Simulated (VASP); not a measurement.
# BAs (F-43m) in VASP: a series of runs

The runs below take BAs through single point, with PBE.

Program: VASP 6.6.1. These are calculated values, not measurements. Logs are shortened: lines on timing, memory, paths and dates and some standing lists are left out, and cuts for length are marked.

### Step 1. The cell of the first run

The structure is cubic, space group F-43m (No. 216). The conventional cell has a = 4.974 Å, b = 4.974 Å, c = 4.974 Å, α = 90.00°, β = 90.00°, γ = 90.00°. B (site symmetry -43m) has 4 As at 2.15 Å within 2.9 Å. As (site symmetry -43m) has 4 B at 2.15 Å within 2.9 Å.

### Step 2. Single point, PBE

File INCAR:

```
ALGO     = Normal         # electronic algorithm
EDIFF    = 1E-6           # SCF threshold, eV
ENCUT    = 500            # plane-wave cutoff, eV
GGA      = PE             # functional
GGA_COMPAT= F            
ISIF     = 2              # what is computed and relaxed
ISMEAR   = 0              # smearing method
LASPH    = T              # aspherical terms in the spheres
LCHARG   = F              # write CHGCAR
LREAL    = F              # projectors in reciprocal space
LWAVE    = F              # write WAVECAR
NBANDS   = 11             # bands
NELM     = 120            # most SCF steps
PREC     = Accurate       # precision mode
SIGMA    = 0.1            # smearing width, eV
```

File KPOINTS:

```
k-points
0
Gamma
  6 6 6
```

File POSCAR:

```
BAs
1.0
    0.0000000000      2.4871809209      2.4871809209
    2.4871809209      0.0000000000      2.4871809209
    2.4871809209      2.4871809209      0.0000000000
B As
1 1
Direct
    0.0000000000      0.0000000000      0.0000000000
    0.2500000000      0.2500000000      0.2500000000
```

Potentials or basis: VASP PAW PBE potentials, release 64 (B, As).

On the command line:

```bash
> cat potpaw_PBE.64/B/POTCAR potpaw_PBE.64/As/POTCAR > POTCAR
> mpirun -np 1 vasp_std > vasp.out
```

OUTCAR:

```text
EDIFF = 1E-6
   ENCUT = 500
   GGA = PE
   ISIF = 2
   ISMEAR = 0
   LASPH = T
   LREAL = F
   NELM = 120
   PREC = Accurate

 ion  position               nearest neighbor table
   1  0.000  0.000  0.000-   2 2.15   2 2.15   2 2.15   2 2.15
   2  0.250  0.250  0.250-   1 2.15   1 2.15   1 2.15   1 2.15

  LATTYP: Found a face centered cubic cell.
 ALAT       =     4.9743618418

  Lattice vectors:

 A1 = (   0.0000000000,   2.4871809209,   2.4871809209)
 A2 = (   2.4871809209,   0.0000000000,   2.4871809209)
 A3 = (   2.4871809209,   2.4871809209,   0.0000000000)

Analysis of symmetry for initial positions (statically):
=====================================================================
 Subroutine PRICEL returns:
 Original cell was already a primitive cell.

 Routine SETGRP: Setting up the symmetry group for a
 face centered cubic supercell.

 Subroutine GETGRP returns: Found 24 space group operations
 (whereof 24 operations were pure point group operations)
 out of a pool of 48 trial point group operations.

The static configuration has the point symmetry T_d .

Analysis of symmetry for dynamics (positions and initial velocities):
=====================================================================
 Subroutine PRICEL returns:
 Original cell was already a primitive cell.

 Routine SETGRP: Setting up the symmetry group for a
 face centered cubic supercell.

 Subroutine GETGRP returns: Found 24 space group operations
 (whereof 24 operations were pure point group operations)
 out of a pool of 48 trial point group operations.

The dynamic configuration has the point symmetry T_d .

 Subroutine INISYM returns: Found 24 space group operations
 (whereof 24 operations are pure point group operations),
 and found     1 'primitive' translations

----------------------------------------------------------------------------------------

                                     Primitive cell

  volume of cell :      30.7717

  direct lattice vectors                    reciprocal lattice vectors
     0.000000000  2.487180921  2.487180921    -0.201030812  0.201030812  0.201030812
     2.487180921  0.000000000  2.487180921     0.201030812 -0.201030812  0.201030812
     2.487180921  2.487180921  0.000000000     0.201030812  0.201030812 -0.201030812

  length of vectors
     3.517404990  3.517404990  3.517404990     0.348195580  0.348195580  0.348195580

  position of ions in fractional coordinates (direct lattice)
     0.000000000  0.000000000  0.000000000
     0.250000000  0.250000000  0.250000000

  ion indices of the primitive-cell ions
   primitive index   ion index
                 1           1
                 2           2

----------------------------------------------------------------------------------------

 KPOINTS: k-points

Automatic generation of k-mesh.
 Grid dimensions read from file:
 generate k-points for:    6    6    6

 Generating k-lattice:

  Cartesian coordinates                     Fractional coordinates (reciprocal lattice)
    -0.033505135  0.033505135  0.033505135     0.166666667  0.000000000  0.000000000
     0.033505135 -0.033505135  0.033505135     0.000000000  0.166666667  0.000000000
     0.033505135  0.033505135 -0.033505135     0.000000000  0.000000000  0.166666667

  Length of vectors
     0.058032597  0.058032597  0.058032597

  Shift w.r.t. Gamma in fractional coordinates (k-lattice)
     0.000000000  0.000000000  0.000000000

 Subroutine IBZKPT returns following result:
 ===========================================

 Found     16 irreducible k-points:

 Following reciprocal coordinates:
            Coordinates               Weight
  0.000000  0.000000  0.000000      1.000000
  0.166667  0.000000  0.000000      8.000000
  0.333333  0.000000  0.000000      8.000000
  0.500000  0.000000  0.000000      4.000000
  0.166667  0.166667  0.000000      6.000000
  0.333333  0.166667  0.000000     24.000000
[... 8 lines left out ...]
 -0.333333  0.333333  0.166667     24.000000
 -0.333333  0.500000  0.166667     12.000000
   k-points           NKPTS =     16   k-points in BZ     NKDIM =     16   number of bands    NBANDS=     11
   number of dos      NEDOS =    301   number of ions     NIONS =      2
   total plane-waves  NPLWV =  21952
   dimension x,y,z NGX =    28 NGY =   28 NGZ =   28
   dimension x,y,z NGXF=    56 NGYF=   56 NGZF=   56
   ions per type =               1   1
   NGX,Y,Z   is equivalent  to a cutoff of  13.23, 13.23, 13.23 a.u.
   NGXF,Y,Z  is equivalent  to a cutoff of  26.47, 26.47, 26.47 a.u.
 SYSTEM =  unknown system
   PREC   = accura    normal or accurate (medium, high low for compatibility)
   ISTART =      0    job   : 0-new  1-cont  2-samecut
   ICHARG =      2    charge: 1-file 2-atom 10-const
   ISPIN  =      1    spin polarized calculation?
   LNONCOLLINEAR =      F non collinear calculations
   LSORBIT =      F    spin-orbit coupling
   LASPH  =      T    aspherical Exc in radial PAW
   ENCUT  =  500.0 eV  36.75 Ry    6.06 a.u.   6.41  6.41  6.41*2*pi/ulx,y,z
   NELM   =    120;   NELMIN=  2; NELMDL= -5     # of ELM steps
   EDIFF  = 0.1E-05   stopping-criterion for ELM
   LREAL  =      F    real-space projection
   EDIFFG = 0.1E-04   stopping-criterion for IOM
   NSW    =      0    number of steps for IOM
   IBRION =     -1    ionic relax: 0-MD 1-quasi-New 2-CG
   NFREE  =      0    steps in history (QN), initial steepest desc. (CG)
   ISIF   =      2    stress and relaxation
   ISYM   =      2    0-nonsym 1-usesym 2-fastsym
   POTIM  = 0.5000    time-step for ionic-motion
   TEBEG  =    0.0;   TEEND  =   0.0 temperature during run
   PSTRESS=    0.0 pullay stress
   NELECT =       8.0000    total number of electrons
   NUPDOWN=      -1.0000    fix difference up-down
   EMIN   =  10.00;   EMAX   =-10.00  energy-range for DOS
   EFERMI =   0.00;   METHOD = LEGACY
   ISMEAR =     0;   SIGMA  =   0.10  broadening in eV -4-tet -1-fermi 0-gaus
   EFERMI_NEDOS =   21; number of points for ismear=-14 and -15
   IALGO  =     38    algorithm
   IMIX   =      4    mixing-type and parameters
     AMIX     =   0.40;   BMIX     =  1.00
     AMIX_MAG =   1.60;   BMIX_MAG =  1.00
  volume/ion in A,a.u.               =      15.39       103.83
  Fermi-wavevector in a.u.,A,eV,Ry     =   1.044850  1.974481 14.853649  1.091712
  Thomas-Fermi vector in A             =   2.179621
   LORBIT       =      0    0 simple, 1 ext, 2 COOP (PROOUT), +10 PAW based schemes
   GGA     = PE    functional components
   LHFCALC =     F    Hartree Fock is set to
   AEXX    =    0.0000 exact exchange contribution
   IVDW    =     0    specifies the selected vdW correction
   LEPSILON=     F    determine dielectric tensor
   LRPA    =     F    only Hartree local field effects (RPA)
 non-spin polarized calculation
 Gauss-broadening in eV      SIGMA  =   0.10
  energy-cutoff  :      500.00
  volume of cell :       30.77
 maximum number of plane-waves:       797
 NGX is ok and might be reduce to    28
   NGX = 13   NGY = 13   NGZ = 13

 number of electron       8.0000001 magnetization

 Free energy of the ion-electron system (eV)
  ---------------------------------------------------
  ext. energy  EPLUGINS =         0.00000000
  ---------------------------------------------------
  free energy    TOTEN  =       -11.29523325 eV

  energy without entropy =      -11.29523325  energy(sigma->0) =      -11.29523325

 E-fermi :   5.2904     XC(G=0): -10.0618

 val. band max:        4.8590359569   @ k =   0.0000   0.0000   0.0000
 cond. band min:       6.2267121231   @ k =   0.3333   0.3333   0.0000
 fundamental gap:      1.3676761662
 Fermi energy:         5.2903715960

 k-point     1 :       0.0000    0.0000    0.0000
  band No.  band energies     occupation
      1      -9.4947      2.00000
      2       4.8590      2.00000
      3       4.8590      2.00000
      4       4.8590      2.00000
      5       7.9902      0.00000
      6       7.9902      0.00000
      7       7.9902      0.00000
      8       8.0637      0.00000
      9      13.8905      0.00000
     10      17.3328      0.00000
     11      17.3328      0.00000

 k-point     2 :       0.1667    0.0000    0.0000
  band No.  band energies     occupation
      1      -9.0924      2.00000
      2       2.0708      2.00000
      3       4.2634      2.00000
      4       4.2634      2.00000
      5       7.5758      0.00000
      6       8.7769      0.00000
      7       8.7769      0.00000
      8      10.5101      0.00000
      9      15.1744      0.00000
     10      15.8675      0.00000
     11      15.8675      0.00000

 k-point     3 :       0.3333    0.0000    0.0000
  band No.  band energies     occupation
      1      -7.9881      2.00000
      2      -1.3369      2.00000
      3       3.5158      2.00000
      4       3.5158      2.00000
      5       7.0698      0.00000
      6       9.4649      0.00000
      7       9.4649      0.00000
      8      12.9349      0.00000
      9      15.6466      0.00000
     10      16.4315      0.00000
     11      16.4315      0.00000

 k-point     4 :       0.5000    0.0000    0.0000
  band No.  band energies     occupation
      1      -7.0444      2.00000
      2      -3.0946      2.00000
      3       3.2389      2.00000
      4       3.2389      2.00000
      5       6.8792      0.00000
      6       9.4873      0.00000
      7       9.4873      0.00000
      8      13.4410      0.00000
      9      16.7387      0.00000
     10      18.5692      0.00000
     11      18.5692      0.00000

 k-point     5 :       0.1667    0.1667    0.0000
  band No.  band energies     occupation
      1      -8.9563      2.00000
      2       2.4956      2.00000
      3       3.3721      2.00000
      4       3.3721      2.00000
      5       7.0833      0.00000
      6       9.5567      0.00000
      7      10.0574      0.00000
      8      10.0574      0.00000
      9      14.1210      0.00000
     10      15.8125      0.00000
     11      17.9498      0.00000
[... 99 lines left out ...]
 k-point    13 :       0.5000    0.5000    0.0000
  band No.  band energies     occupation
      1      -5.9183      2.00000
      2      -3.0270      2.00000
      3       1.2632      2.00000
      4       1.2632      2.00000
      5       6.4006      0.00000
      6       6.4189      0.00000
      7      15.1000      0.00000
      8      15.1000      0.00000
      9      16.6943      0.00000
     10      20.2701      0.00000
     11      21.6680      0.00000

 k-point    14 :       0.5000    0.3333    0.1667
  band No.  band energies     occupation
      1      -7.0532      2.00000
      2      -1.5204      2.00000
      3       0.5714      2.00000
      4       2.0399      2.00000
      5       8.4709      0.00000
      6       9.6107      0.00000
      7      10.3884      0.00000
      8      13.0686      0.00000
      9      15.6269      0.00000
     10      17.6431      0.00000
     11      19.6728      0.00000

 k-point    15 :      -0.3333    0.3333    0.1667
  band No.  band energies     occupation
      1      -6.2275      2.00000
      2      -2.5788      2.00000
      3       0.0550      2.00000
      4       1.4892      2.00000
      5       8.9798      0.00000
      6       9.7234      0.00000
      7      11.7235      0.00000
      8      12.9729      0.00000
      9      14.5441      0.00000
     10      18.4065      0.00000
     11      19.7403      0.00000

 k-point    16 :      -0.3333    0.5000    0.1667
  band No.  band energies     occupation
      1      -5.8370      2.00000
      2      -2.7746      2.00000
      3       0.3504      2.00000
      4       0.5372      2.00000
      5       8.5632      0.00000
      6       8.6147      0.00000
      7      12.7482      0.00000
      8      13.0236      0.00000
      9      16.2118      0.00000
     10      19.0735      0.00000
     11      19.8441      0.00000

------------------------ aborting loop because EDIFF is reached ----------------------------------------

  FORCE on cell =-STRESS in cart. coord.  units (eV):
  Direction    XX          YY          ZZ          XY          YZ          ZX
  --------------------------------------------------------------------------------------
  -------------------------------------------------------------------------------------
  Total       -2.0013283     -2.0013283     -2.0013283      0.0000000     -0.0000000      0.0000000
  in kB     -104.2021770   -104.2021770   -104.2021770      0.0000000     -0.0000000      0.0000000
  external PRESSURE =    -104.2021770 kB  Pullay stress =       0.0000000 kB

 VOLUME and BASIS-vectors are now :
 -----------------------------------------------------------------------------
  energy-cutoff  :      500.00
  volume of cell :       30.77
      direct lattice vectors                 reciprocal lattice vectors
     0.000000000  2.487180921  2.487180921    -0.201030812  0.201030812  0.201030812
     2.487180921  0.000000000  2.487180921     0.201030812 -0.201030812  0.201030812
     2.487180921  2.487180921  0.000000000     0.201030812  0.201030812 -0.201030812

 POSITION                                       TOTAL-FORCE (eV/Angst)
 -----------------------------------------------------------------------------------
      0.00000      0.00000      0.00000        -0.000000     -0.000000     -0.000000
      1.24359      1.24359      1.24359         0.000000      0.000000      0.000000
 -----------------------------------------------------------------------------------
    total drift:                                0.000000      0.000000      0.000000

  FREE ENERGIE OF THE ION-ELECTRON SYSTEM (eV)
  ---------------------------------------------------
  free  energy   TOTEN  =       -11.2952332485 eV

  energy  without entropy=      -11.2952332485  energy(sigma->0) =      -11.29523325
```

Run time: 13 s. Hardware: 1 thread of Intel Xeon Platinum 8375C at 2.90GHz (Ice Lake), shared host; peak memory 0.15 GiB.

What came out:

```
Free energy            : -11.2952 eV
Pressure               : -10.4 GPa
Band gap on the k mesh : 1.37 eV (least direct gap 3.13 eV)
```

Levels at points of the mesh, in eV from the valence-band top:
| k point | band 1 | band 2 | band 3 | band 4 | band 5 | band 6 | band 7 | band 8 |
| --- | --- | --- | --- | --- | --- | --- | --- | --- |
| (0.00, 0.00, 0.00) | -14.35 | 0.00 | 0.00 | 0.00 | 3.13 | 3.13 | 3.13 | 3.20 |
| (0.50, 0.00, 0.00) | -11.90 | -7.95 | -1.62 | -1.62 | 2.02 | 4.63 | 4.63 | 8.58 |
| (0.50, 0.50, 0.00) | -10.78 | -7.89 | -3.60 | -3.60 | 1.54 | 1.56 | 10.24 | 10.24 |

Caveat: the cell stands under tension. A k mesh can miss the band edges.

### Step 3. Single point, PBE

This run uses another cell than the first one, of 13.86 Å³/atom.

File INCAR:

```
PREC = Accurate
ENCUT = 500
EDIFF = 1E-6
ISMEAR = 0
SIGMA = 0.1
LREAL = F
LASPH = T
NELM = 120
ALGO = Normal
ISIF = 2
LWAVE = F
LCHARG = F
GGA = PE
NBANDS = 11
GGA_COMPAT = F
```

File KPOINTS:

```
regular mesh
0
Gamma
  8 8 8
```

File POSCAR:

```
BAs
1.0
    0.0000000000      2.4023037625      2.4023037625
    2.4023037625      0.0000000000      2.4023037625
    2.4023037625      2.4023037625      0.0000000000
B As
1 1
Direct
    0.0000000000      0.0000000000      0.0000000000
    0.2500000000      0.2500000000      0.2500000000
```

Potentials or basis: VASP PAW PBE potentials, release 64 (B, As).

On the command line:

```bash
> cat potpaw_PBE.64/B/POTCAR potpaw_PBE.64/As/POTCAR > POTCAR
> mpirun -np 1 vasp_std > vasp.out
```

Run time: 16 s. Hardware: 1 thread of Intel Xeon Platinum 8375C at 2.90GHz (Ice Lake), shared host; peak memory 0.16 GiB.

It converged, with:

- Free energy: -11.4106 eV
- Pressure: 1.0 GPa
- Band gap on the k mesh: 1.21 eV (least direct gap 3.25 eV)

Levels at points of the mesh, in eV from the valence-band top:
| k point | band 1 | band 2 | band 3 | band 4 | band 5 | band 6 | band 7 | band 8 | band 9 |
| --- | --- | --- | --- | --- | --- | --- | --- | --- | --- |
| (0.00, 0.00, 0.00) | -15.24 | 0.00 | 0.00 | 0.00 | 3.25 | 3.25 | 3.25 | 4.47 | 9.50 |
| (0.50, 0.00, 0.00) | -12.44 | -8.66 | -1.79 | -1.79 | 2.59 | 4.76 | 4.76 | 8.83 | 12.59 |
| (0.50, 0.50, 0.00) | -11.15 | -8.43 | -4.01 | -4.01 | 1.45 | 1.46 | 11.20 | 11.20 | 12.71 |
